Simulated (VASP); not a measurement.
# Se in VASP: a series of runs

The runs below take Se through electric field gradients, with PBE.

Everything below comes from runs of VASP 6.6.1. Logs are shortened: lines on timing, memory, paths and dates and some standing lists are left out, and cuts for length are marked.

**1. The cell of the first run**

Symmetry: P3_121, No. 152, trigonal system. Conventional cell: a = 4.323 Å, b = 4.323 Å, c = 4.954 Å, α = 90.00°, β = 90.00°, γ = 120.00°. Within 3.1 Å of Se (site symmetry 2) lie 2 Se at 2.36 Å.

**2. Electric field gradients, PBE (equal xx and yy strain of -1 %)**

INCAR

```
PREC = Accurate
ENCUT = 520
EDIFF = 1E-8
ISMEAR = -1
SIGMA = 0.03
LREAL = F
LASPH = T
NELM = 60
ALGO = Normal
ISIF = 2
LWAVE = F
LCHARG = F
GGA = PE
LEFG = T
NBANDS = 16
```

KPOINTS

```
regular mesh
0
Gamma
  6 6 5
```

POSCAR

```
Se
1.0
    4.3225379494      0.0000000000      0.0000000000
   -2.1612689748      3.7434276731      0.0000000000
    0.0000000000      0.0000000000      4.9536000000
Se
3
Direct
    0.2254000000      0.0000000000      0.3333333333
    0.0000000000      0.2254000000      0.6666666667
    0.7746000000      0.7746000000      0.0000000000
```

Potentials or basis: VASP PAW PBE potentials, release 64 (Se).

Launch:

```bash
> cat potpaw_PBE.64/Se/POTCAR > POTCAR
> mpirun -np 1 vasp_std > vasp.out
```

OUTCAR:

```text
PREC = Accurate
   ENCUT = 520
   EDIFF = 1E-8
   ISMEAR = -1
   LREAL = F
   LASPH = T
   NELM = 60
   ISIF = 2
   GGA = PE

 ion  position               nearest neighbor table
   1  0.225  0.000  0.333-   3 2.36   2 2.36
   2  0.000  0.225  0.667-   3 2.36   1 2.36
   3  0.775  0.775  0.000-   1 2.36   2 2.36

  LATTYP: Found a hexagonal cell.
 ALAT       =     4.3225379494
 C/A-ratio  =     1.1459934090

  Lattice vectors:

 A1 = (   4.3225379494,   0.0000000000,   0.0000000000)
 A2 = (  -2.1612689748,   3.7434276731,   0.0000000000)
 A3 = (   0.0000000000,   0.0000000000,   4.9536000000)

Analysis of symmetry for initial positions (statically):
=====================================================================
 Subroutine PRICEL returns:
 Original cell was already a primitive cell.

 Routine SETGRP: Setting up the symmetry group for a
 hexagonal supercell.

 Subroutine GETGRP returns: Found  6 space group operations
 (whereof  2 operations were pure point group operations)
 out of a pool of 24 trial point group operations.

The static configuration has the point symmetry C_2 .
 The point group associated with its full space group is D_3 .

Analysis of symmetry for dynamics (positions and initial velocities):
=====================================================================
 Subroutine PRICEL returns:
 Original cell was already a primitive cell.

 Routine SETGRP: Setting up the symmetry group for a
 hexagonal supercell.

 Subroutine GETGRP returns: Found  6 space group operations
 (whereof  2 operations were pure point group operations)
 out of a pool of 24 trial point group operations.

The dynamic configuration has the point symmetry C_2 .
 The point group associated with its full space group is D_3 .

 Subroutine INISYM returns: Found  6 space group operations
 (whereof  2 operations are pure point group operations),
 and found     1 'primitive' translations

----------------------------------------------------------------------------------------

                                     Primitive cell

  volume of cell :      80.1547

  direct lattice vectors                    reciprocal lattice vectors
     4.322537949  0.000000000  0.000000000     0.231345569  0.133567426  0.000000000
    -2.161268975  3.743427673  0.000000000     0.000000000  0.267134853  0.000000000
     0.000000000  0.000000000  4.953600000     0.000000000  0.000000000  0.201873385

  length of vectors
     4.322537949  4.322537950  4.953600000     0.267134853  0.267134853  0.201873385

  position of ions in fractional coordinates (direct lattice)
     0.225400000  0.000000000  0.333333333
     0.000000000  0.225400000  0.666666667
     0.774600000  0.774600000  0.000000000

  ion indices of the primitive-cell ions
   primitive index   ion index
                 1           1
                 2           2
                 3           3

----------------------------------------------------------------------------------------

 KPOINTS: regular mesh

Automatic generation of k-mesh.
 Grid dimensions read from file:
 generate k-points for:    6    6    5

 Generating k-lattice:

  Cartesian coordinates                     Fractional coordinates (reciprocal lattice)
     0.038557595  0.022261238  0.000000000     0.166666667  0.000000000  0.000000000
     0.000000000  0.044522475  0.000000000     0.000000000  0.166666667  0.000000000
     0.000000000  0.000000000  0.040374677     0.000000000  0.000000000  0.200000000

  Length of vectors
     0.044522475  0.044522475  0.040374677

  Shift w.r.t. Gamma in fractional coordinates (k-lattice)
     0.000000000  0.000000000  0.000000000

 Subroutine IBZKPT returns following result:
 ===========================================

 Found     27 irreducible k-points:

 Following reciprocal coordinates:
            Coordinates               Weight
  0.000000  0.000000  0.000000      1.000000
  0.166667  0.000000  0.000000      6.000000
  0.333333  0.000000  0.000000      6.000000
  0.500000  0.000000  0.000000      3.000000
  0.166667  0.166667  0.000000      6.000000
  0.333333  0.166667  0.000000     12.000000
[... 16 lines left out ...]
  0.500000  0.000000  0.400000      6.000000
  0.166667  0.166667  0.400000     12.000000
 [... further k-points ...]
   k-points           NKPTS =     27   k-points in BZ     NKDIM =     27   number of bands    NBANDS=     16
   number of dos      NEDOS =    301   number of ions     NIONS =      3
   total plane-waves  NPLWV =  40960
   dimension x,y,z NGX =    32 NGY =   32 NGZ =   40
   dimension x,y,z NGXF=    64 NGYF=   64 NGZF=   80
   ions per type =               3
   NGX,Y,Z   is equivalent  to a cutoff of  12.31, 12.31, 13.42 a.u.
   NGXF,Y,Z  is equivalent  to a cutoff of  24.61, 24.61, 26.85 a.u.
 SYSTEM =  unknown system
   PREC   = accura    normal or accurate (medium, high low for compatibility)
   ISTART =      0    job   : 0-new  1-cont  2-samecut
   ICHARG =      2    charge: 1-file 2-atom 10-const
   ISPIN  =      1    spin polarized calculation?
   LNONCOLLINEAR =      F non collinear calculations
   LSORBIT =      F    spin-orbit coupling
   LASPH  =      T    aspherical Exc in radial PAW
   ENCUT  =  520.0 eV  38.22 Ry    6.18 a.u.   8.04  8.04  9.21*2*pi/ulx,y,z
   NELM   =     60;   NELMIN=  2; NELMDL= -5     # of ELM steps
   EDIFF  = 0.1E-07   stopping-criterion for ELM
   LREAL  =      F    real-space projection
   EDIFFG = 0.1E-06   stopping-criterion for IOM
   NSW    =      0    number of steps for IOM
   IBRION =     -1    ionic relax: 0-MD 1-quasi-New 2-CG
   NFREE  =      0    steps in history (QN), initial steepest desc. (CG)
   ISIF   =      2    stress and relaxation
   ISYM   =      2    0-nonsym 1-usesym 2-fastsym
   POTIM  = 0.5000    time-step for ionic-motion
   TEBEG  =    0.0;   TEEND  =   0.0 temperature during run
   PSTRESS=    0.0 pullay stress
   NELECT =      18.0000    total number of electrons
   NUPDOWN=      -1.0000    fix difference up-down
   EMIN   =  10.00;   EMAX   =-10.00  energy-range for DOS
   EFERMI =   0.00;   METHOD = LEGACY
   ISMEAR =    -1;   SIGMA  =   0.03  broadening in eV -4-tet -1-fermi 0-gaus
   EFERMI_NEDOS =   21; number of points for ismear=-14 and -15
   IALGO  =     38    algorithm
   IMIX   =      4    mixing-type and parameters
     AMIX     =   0.40;   BMIX     =  1.00
     AMIX_MAG =   1.60;   BMIX_MAG =  1.00
  volume/ion in A,a.u.               =      26.72       180.30
  Fermi-wavevector in a.u.,A,eV,Ry     =   0.995075  1.880420 13.472146  0.990175
  Thomas-Fermi vector in A             =   2.127070
   LORBIT       =      0    0 simple, 1 ext, 2 COOP (PROOUT), +10 PAW based schemes
   GGA     = PE    functional components
   LHFCALC =     F    Hartree Fock is set to
   AEXX    =    0.0000 exact exchange contribution
   IVDW    =     0    specifies the selected vdW correction
   LEPSILON=     F    determine dielectric tensor
   LRPA    =     F    only Hartree local field effects (RPA)
 non-spin polarized calculation
  energy-cutoff  :      520.00
  volume of cell :       80.15
 maximum number of plane-waves:      2182
   NGX = 17   NGY = 17   NGZ = 19

 number of electron      18.0000000 magnetization

 Free energy of the ion-electron system (eV)
  ---------------------------------------------------
  ext. energy  EPLUGINS =         0.00000000
  ---------------------------------------------------
  free energy    TOTEN  =       -10.44148261 eV

  energy without entropy =      -10.44148261  energy(sigma->0) =      -10.44148261

 E-fermi :   3.4962     XC(G=0):  -8.9340

 val. band max:        2.7771151931   @ k =  -0.1667   0.5000   0.4000
 cond. band min:       4.0937937457   @ k =   0.0000   0.0000   0.4000
 fundamental gap:      1.3166785526
 Fermi energy:         3.4962435444

 k-point     1 :       0.0000    0.0000    0.0000
  band No.  band energies     occupation
      1     -13.1159      2.00000
      2      -8.9127      2.00000
      3      -8.9127      2.00000
      4      -0.9894      2.00000
      5      -0.9894      2.00000
      6      -0.9344      2.00000
[... 8 lines left out ...]
     15       9.3059      0.00000
     16      11.2459      0.00000
[... 419 lines left out ...]
 k-point    24 :       0.1667    0.1667    0.4000
  band No.  band energies     occupation
      1     -12.1029      2.00000
      2     -11.2542      2.00000
      3      -7.3514      2.00000
      4      -2.5761      2.00000
      5      -1.6565      2.00000
      6      -1.0384      2.00000
[... 8 lines left out ...]
     15      10.8538      0.00000
     16      11.2183      0.00000

 [... further k-points ...]
[... 5 lines left out ...]
  --------------------------------------------------------------------------------------
  -------------------------------------------------------------------------------------
  Total        1.6372246      1.6372246      2.7089511     -0.0000000      0.0000000     -0.0000000
  in kB       32.7257528     32.7257528     54.1480159     -0.0000000      0.0000000     -0.0000000
  external PRESSURE =      39.8665072 kB  Pullay stress =       0.0000000 kB

 VOLUME and BASIS-vectors are now :
 -----------------------------------------------------------------------------
  energy-cutoff  :      520.00
  volume of cell :       80.15
      direct lattice vectors                 reciprocal lattice vectors
     4.322537949  0.000000000  0.000000000     0.231345569  0.133567426  0.000000000
    -2.161268975  3.743427673  0.000000000     0.000000000  0.267134853  0.000000000
     0.000000000  0.000000000  4.953600000     0.000000000  0.000000000  0.201873385

 POSITION                                       TOTAL-FORCE (eV/Angst)
 -----------------------------------------------------------------------------------
      0.97430      0.00000      1.65120         0.629589     -0.000000     -0.000000
     -0.48715      0.84377      3.30240        -0.314794      0.545240      0.000000
      1.67412      2.89966      0.00000        -0.314794     -0.545240      0.000000
 -----------------------------------------------------------------------------------
    total drift:                                0.000000      0.000000      0.000000

  FREE ENERGIE OF THE ION-ELECTRON SYSTEM (eV)
  ---------------------------------------------------
  free  energy   TOTEN  =       -10.4414826106 eV

  energy  without entropy=      -10.4414826106  energy(sigma->0) =      -10.44148261

 Electric field gradients (V/A^2)
---------------------------------------------------------------------
 ion       V_xx      V_yy      V_zz      V_xy      V_xz      V_yz
---------------------------------------------------------------------
   1     161.474  -340.296   178.823    -0.000     0.000   323.821
   2    -214.854    36.031   178.823  -217.273  -280.438  -161.911
   3    -214.853    36.031   178.822   217.272   280.438  -161.911
---------------------------------------------------------------------

 Electric field gradients after diagonalization (V/A^2)
 (convention: |V_zz| > |V_xx| > |V_yy|)
----------------------------------------------------------------------
 ion       V_xx      V_yy      V_zz     asymmetry (V_yy - V_xx)/ V_zz
----------------------------------------------------------------------
   1     334.271   161.474  -495.745       0.349
   2     334.271   161.474  -495.745       0.349
   3     334.271   161.473  -495.744       0.349
----------------------------------------------------------------------

           NMR quadrupolar parameters

 Cq : quadrupolar parameter    Cq=e*Q*V_zz/h
 eta: asymmetry parameters     (V_yy - V_xx)/ V_zz
 Q  : nuclear electric quadrupole moment in mb (millibarn)
----------------------------------------------------------------------
 ion       Cq(MHz)       eta       Q (mb)
----------------------------------------------------------------------
   1      -1.199       0.349       1.000
   2      -1.199       0.349       1.000
   3      -1.199       0.349       1.000
----------------------------------------------------------------------
```

It used 47 s of CPU time on 1 thread of AMD EPYC 7R13 Processor (Zen 3), with other jobs on the host.

What came out:

| Quantity | Value |
| --- | --- |
| Free energy | -10.4415 eV |
| Pressure | 4.0 GPa |
| Largest force | 0.630 eV/Å |
| Band gap on the k mesh | 1.32 eV, indirect (least direct gap 1.47 eV) |

Forces in eV/Å, atoms in the order of the input:
```
Se   0.630  0.000  0.000
Se  -0.315  0.545  0.000
Se  -0.315 -0.545  0.000
```

Stress tensor (GPa, compression positive):
```
3.27 0.00 0.00
0.00 3.27 0.00
0.00 0.00 5.41
```

Levels at points of the mesh, in eV from the valence-band top:
| k point | band 6 | band 7 | band 8 | band 9 | band 10 | band 11 | band 12 | band 13 |
| --- | --- | --- | --- | --- | --- | --- | --- | --- |
| (0.00, 0.00, 0.00) | -3.71 | -2.00 | -2.00 | -0.33 | 1.99 | 1.99 | 2.31 | 6.31 |
| (0.50, 0.00, 0.00) | -3.42 | -2.89 | -1.73 | -0.94 | 2.03 | 2.45 | 4.31 | 5.30 |

Electric field gradients, principal values (V/Å²):
```
atom    least   middle  greatest (by size)
1 Se  161.474  334.271            -495.745
2 Se  161.474  334.271            -495.745
3 Se  161.473  334.271            -495.744
```

Caveat: the cell differs from its parent crystal (equal xx and yy strain of -1 %); without QUAD_EFG the Cq values of the log hold for a quadrupole moment of 1 mb, not for the nuclei.

**3. Electric field gradients, PBE (equal xx and yy strain of +2 %)**

INCAR

```
SYSTEM = Se
  PREC = Accurate
  ENCUT = 520
  EDIFF = 1E-8
  ISMEAR = -1
  SIGMA = 0.03
  LREAL = .False.
  LASPH = .True.
  NELM = 80
  ALGO = Normal
  ISIF = 2
  LWAVE = .False.
  LCHARG = .False.
  GGA = PE
  LEFG = .True.
  NBANDS = 16
```

KPOINTS

```
regular mesh
0
Gamma
  6 6 5
  0 0 0
```

POSCAR

```
Se
1.0
    4.4535239479      0.0000000000      0.0000000000
   -2.2267619740      3.8568648753      0.0000000000
    0.0000000000      0.0000000000      4.9536000000
Se
3
Direct
    0.2254000000      0.0000000000      0.3333333333
    0.0000000000      0.2254000000      0.6666666667
    0.7746000000      0.7746000000      0.0000000000
```

Potentials or basis: VASP PAW PBE potentials, release 64 (Se).

Launch:

```bash
> cat potpaw_PBE.64/Se/POTCAR > POTCAR
> mpirun -np 1 vasp_std > vasp.out
```

OUTCAR:

```text
SYSTEM = Se
   PREC = Accurate
   ENCUT = 520
   EDIFF = 1E-8
   ISMEAR = -1
   LREAL = .False.
   LASPH = .True.
   NELM = 80
   ISIF = 2
   GGA = PE

 ion  position               nearest neighbor table
   1  0.225  0.000  0.333-   3 2.40   2 2.40
   2  0.000  0.225  0.667-   3 2.40   1 2.40
   3  0.775  0.775  0.000-   1 2.40   2 2.40

  LATTYP: Found a hexagonal cell.
 ALAT       =     4.4535239479
 C/A-ratio  =     1.1122877205

  Lattice vectors:

 A1 = (   4.4535239479,   0.0000000000,   0.0000000000)
 A2 = (  -2.2267619740,   3.8568648753,   0.0000000000)
 A3 = (   0.0000000000,   0.0000000000,   4.9536000000)

Analysis of symmetry for initial positions (statically):
=====================================================================
 Subroutine PRICEL returns:
 Original cell was already a primitive cell.

 Routine SETGRP: Setting up the symmetry group for a
[... 653 lines left out ...]
    -2.226761974  3.856864875  0.000000000     0.000000000  0.259277945  0.000000000
     0.000000000  0.000000000  4.953600000     0.000000000  0.000000000  0.201873385

 POSITION                                       TOTAL-FORCE (eV/Angst)
 -----------------------------------------------------------------------------------
      1.00382      0.00000      1.65120         0.053454     -0.000000      0.000000
     -0.50191      0.86934      3.30240        -0.026727      0.046292     -0.000000
      1.72485      2.98753      0.00000        -0.026727     -0.046292     -0.000000
 -----------------------------------------------------------------------------------
    total drift:                                0.000000      0.000001     -0.000000

  FREE ENERGIE OF THE ION-ELECTRON SYSTEM (eV)
  ---------------------------------------------------
  free  energy   TOTEN  =       -10.4992312476 eV

  energy  without entropy=      -10.4992312475  energy(sigma->0) =      -10.49923125

 Electric field gradients (V/A^2)
---------------------------------------------------------------------
 ion       V_xx      V_yy      V_zz      V_xy      V_xz      V_yz
---------------------------------------------------------------------
   1     177.889  -341.327   163.438    -0.000    -0.000   345.371
   2    -211.523    48.084   163.438  -224.827  -299.100  -172.685
   3    -211.523    48.085   163.438   224.827   299.100  -172.685
---------------------------------------------------------------------

 Electric field gradients after diagonalization (V/A^2)
 (convention: |V_zz| > |V_xx| > |V_yy|)
----------------------------------------------------------------------
 ion       V_xx      V_yy      V_zz     asymmetry (V_yy - V_xx)/ V_zz
----------------------------------------------------------------------
   1     338.815   177.889  -516.704       0.311
   2     338.815   177.889  -516.704       0.311
   3     338.815   177.888  -516.703       0.311
----------------------------------------------------------------------

           NMR quadrupolar parameters

 Cq : quadrupolar parameter    Cq=e*Q*V_zz/h
 eta: asymmetry parameters     (V_yy - V_xx)/ V_zz
 Q  : nuclear electric quadrupole moment in mb (millibarn)
----------------------------------------------------------------------
 ion       Cq(MHz)       eta       Q (mb)
----------------------------------------------------------------------
   1      -1.249       0.311       1.000
   2      -1.249       0.311       1.000
   3      -1.249       0.311       1.000
----------------------------------------------------------------------
```

stdout:

```text
POSCAR found type information on POSCAR Se
 POSCAR found :  1 types and       3 ions
 scaLAPACK will be used
 LDA part: xc-table for (Slater+PW92), standard interpolation
 POSCAR, INCAR and KPOINTS ok, starting setup
 FFT: planning ... GRIDC
 FFT: planning ... GRID_SOFT
 FFT: planning ... GRID
 WAVECAR not read
 entering main loop
ion   1

ion   2
     0.0000499     4.3173513     3.2366389    -2.6033084     5.6060230     2.4926240
     0.0000687     4.3173513     3.2366389    -2.6033084     5.6060230     2.4926239
     0.0000946     4.3173513     3.2366389    -2.6033084     5.6060229     2.4926239
     0.0001302     4.3173512     3.2366388    -2.6033083     5.6060228     2.4926239

     0.0000499   205.8975934   158.0650699  -129.5011962   273.7767319   118.8750309
     0.0000687   205.8925860   158.0612199  -129.4980393   273.7700636   118.8721399
     0.0000946   205.8844681   158.0549786  -129.4929217   273.7592532   118.8674531
     0.0001302   205.8713730   158.0449108  -129.4846669   273.7418154   118.8598926

ion   3
     0.0000499    -4.3173513     3.2366389    -2.6033084    -5.6060230     2.4926240
     0.0000687    -4.3173513     3.2366389    -2.6033084    -5.6060230     2.4926239
     0.0000946    -4.3173513     3.2366389    -2.6033084    -5.6060229     2.4926239
     0.0001302    -4.3173512     3.2366388    -2.6033083    -5.6060228     2.4926239

     0.0000499  -205.8975934   158.0650699  -129.5011962  -273.7767319   118.8750310
     0.0000687  -205.8925860   158.0612199  -129.4980393  -273.7700636   118.8721399
     0.0000946  -205.8844681   158.0549786  -129.4929217  -273.7592533   118.8674531
     0.0001302  -205.8713730   158.0449108  -129.4846669  -273.7418154   118.8598926
```

It used 62 s of CPU time on 1 thread of AMD EPYC 7R13 Processor (Zen 3) (shared host).

What came out:

```yaml
Free_energy: -10.4992 eV
Pressure: 1.0 GPa
Largest_force: 0.053 eV/Å
Band_gap_on_the_k_mesh: 1.31 eV, indirect (least direct gap 1.58 eV)
```

Forces in eV/Å, atoms in the order of the input:
```
Se   0.053  0.000  0.000
Se  -0.027  0.046  0.000
Se  -0.027 -0.046  0.000
```

Electric field gradients, principal values (V/Å²):
```tsv
atom	least	middle	greatest (by size)
1 Se	177.889	338.815	-516.704
2 Se	177.889	338.815	-516.704
3 Se	177.888	338.815	-516.703
```

Caveat: the cell differs from its parent crystal (equal xx and yy strain of +2 %); without QUAD_EFG the Cq values of the log hold for a quadrupole moment of 1 mb, not for the nuclei. A k mesh can miss the band edges.

[end of part 1 of 2]
